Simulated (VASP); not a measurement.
## Tb4S: single point with PBE

The system is Tb4S.

```
Tb S
1.0
     5.31447    0.00000    0.00000
     0.00000    5.31447    0.00000
     0.00000    0.00000    5.31447
Tb S
4 1
Direct
  0.50000 0.00000 0.00000
  0.00000 0.50000 0.00000
  0.00000 0.00000 0.50000
  0.50000 0.50000 0.50000
  0.00000 0.00000 0.00000
```

The cell was generated, and may not be a known phase.

```yaml
Program: VASP 6.6.1
Task: single point
Functional: PBE
Potentials_or_basis: VASP PAW PBE potentials, release 64 (Tb_3, S), 4f in core
Cutoff: 500 eV
k_mesh: 8 × 8 × 8
Occupations: gaussian, width 0.1 eV
Spin: no spin polarisation
```

```yaml
Pressure: 0.3 GPa
Band_gap_on_the_k_mesh: zero (bands 21 and 22 overlap by 1.72 eV)
```

Levels at points of the mesh, in eV from the Fermi level:
```
           k point  band 19  band 20  band 21  band 22  band 23  band 24
(0.00, 0.00, 0.00)    -1.47    -1.06    -1.06    -1.06     1.50     1.50
(0.50, 0.00, 0.00)    -0.48    -0.38     0.03     0.03     0.30     1.35
(0.50, 0.50, 0.00)    -0.66    -0.51     0.09     0.09     0.49     0.74
(0.50, 0.50, 0.50)    -0.58    -0.58     0.65     0.65     0.65     1.63
```

It took 48 s on 1 thread of Intel(R) Xeon(R) 6975P-C (Granite Rapids), on a shared host, peak memory 0.31 GiB.

Caveat: spin-orbit coupling is left out, which moves the levels of the heavy elements; the 4f electrons are frozen in the core, so they carry no moment and show no levels; the run has no spin polarisation, though such a crystal can be magnetic. Spin polarisation is off, so any magnetic state and its effect on volume and gap are missing.
